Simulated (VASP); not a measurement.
GaCo, 4 atoms in the cell. The structure is cubic, space group Pm-3m (No. 221). Conventional cell: a = 2.883 Å, b = 2.883 Å, c = 2.883 Å, α = 90.00°, β = 90.00°, γ = 90.00°. Ga (site symmetry m-3m) has 8 Co at 2.50 Å and 6 Ga at 2.88 Å within 3.3 Å. Co (site symmetry m-3m) has 8 Ga at 2.50 Å and 6 Co at 2.88 Å within 3.3 Å. 

```yaml
Program: VASP 6.6.1
Task: single point
Functional: PBE
Potentials_or_basis: VASP PAW PBE potentials, release 64 (Ga_d, Co)
Cutoff: 520 eV
k_mesh: 6 × 9 × 6
Occupations: fermi-dirac, width 0.05 eV
Spin: collinear spin
Starting_moments: "[0.0, 0.0, 0.02, 0.02] μB"
Dipole_correction: no
Further_INCAR_settings: ALGO = Normal; EDIFF = 1e-07; NBANDS = 34
```

Potentials or basis: VASP PAW PBE potentials, release 64 (Ga_d, Co).

Run with:

```console
$ cat potpaw_PBE.64/Ga_d/POTCAR potpaw_PBE.64/Co/POTCAR > POTCAR
$ mpirun -np 1 vasp_std > vasp.out
```

Hardware: 1 thread of Intel Xeon 8259CL (shared host).

Task: How long does it take, and how much memory?

Result: Run time: 3.8 min on 1 thread of Intel Xeon 8259CL (shared host), peak memory 0.25 GiB. Counts: scf iterations 15, k points 50.
